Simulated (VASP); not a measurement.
A run of VASP 6.6.1 is set up as follows.

Contents of INCAR:

```
SYSTEM = InO3
PREC = Accurate
ENCUT = 520
EDIFF = 1E-6
ISMEAR = -1
SIGMA = 0.06122561905347299
LREAL = .False.
LASPH = .True.
NELM = 60
ALGO = Normal
ISIF = 2
LWAVE = .False.
LCHARG = .False.
GGA = PE
NBANDS = 24
```

The input KPOINTS:

```
Automatic mesh
0
Gamma
  9 9 9
  0 0 0
```

File POSCAR:

```
InO3
1.0
    4.2679705278      0.0000000000      0.0000000000
    0.0000000000      4.2679705278      0.0000000000
    0.0000000000      0.0000000000      4.2679705278
In O
1 3
Direct
    0.0000000000      0.0000000000      0.0000000000
    0.5000000000      0.0000000000      0.0000000000
    0.0000000000      0.5000000000      0.0000000000
    0.0000000000      0.0000000000      0.5000000000
```

Potentials or basis: VASP PAW PBE potentials, release 64 (In_d, O).

Command:

```console
$ cat potpaw_PBE.64/In_d/POTCAR potpaw_PBE.64/O/POTCAR > POTCAR
$ mpirun -np 1 vasp_std > vasp.out
```

Question: Estimate the pressure.

Answer: -2.2 GPa.

Question: Predict the band gap on the k mesh.

Answer: Zero (an odd number of electrons rules out a gap without spin polarisation).

Caveat: spin-orbit coupling is left out, which moves the levels of the heavy elements; an odd number of electrons without spin polarisation forces a metal; a magnetic or distorted state may lie lower.
